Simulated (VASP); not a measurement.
Input of a VASP 6.6.1 run:

File POSCAR:

```
Mg
1.0
    3.1768261656      0.0000000000      0.0000000000
   -1.5884130828      2.7512121628      0.0000000000
    0.0000000000      0.0000000000     10.3188620100
Mg
4
Direct
    0.6666666667      0.3333333333      0.7500000000
    0.0000000000      0.0000000000      0.5000000000
    0.3333333333      0.6666666667      0.2500000000
    0.0000000000      0.0000000000      0.0000000000
```

Contents of INCAR.step1:

```
SYSTEM = Mg
  ALGO = Normal
  EDIFF = 1E-5
  ENCUT = 520
  GGA = PE
  ISIF = 2
  ISMEAR = -1
  LASPH = .True.
  LCHARG = .False.
  LREAL = .False.
  LWAVE = .True.
  NBANDS = 12
  NELM = 60
  PREC = Accurate
  SIGMA = 0.05
```

The input INCAR.step2:

```
SYSTEM = Mg
  AEXX = 0.1
  ALGO = Normal
  EDIFF = 1E-6
  ENCUT = 520
  ISIF = 2
  ISMEAR = -1
  ISTART = 1
  LASPH = .True.
  LCHARG = .False.
  LHFCALC = .True.
  LMIXTAU = .True.
  LREAL = .False.
  LWAVE = .False.
  METAGGA = R2SCAN
  NBANDS = 12
  NELM = 60
  PREC = Accurate
  PRECFOCK = Normal
  SIGMA = 0.05
```

The input KPOINTS:

```
k-points
0
Gamma
  5 5 2
  0 0 0
```

Potentials or basis: VASP PAW PBE potentials, release 64 (Mg).

The run is started by

```sh
$ cat potpaw_PBE.64/Mg/POTCAR > POTCAR
$ cp INCAR.step1 INCAR
$ mpirun -np 1 vasp_std > vasp.out
$ cp INCAR.step2 INCAR
$ mpirun -np 1 vasp_std > vasp.out
```

**Question.** What does it give for the band gap on the k mesh?

**Answer.** Zero (band 4 reaches 3.28 eV, above the bottom of band 5 at 1.35 eV).

**Question.** What does it give for the pressure?

**Answer.** -0.2 GPa.

Stress tensor (GPa, compression positive):
```
-0.60  0.00  0.00
 0.00 -0.60  0.00
 0.00  0.00  0.70
```

Caveat: the k points lie up to 0.46 Å⁻¹ apart; the PAW data sets were made with another functional, which shifts forces and pressure a little.
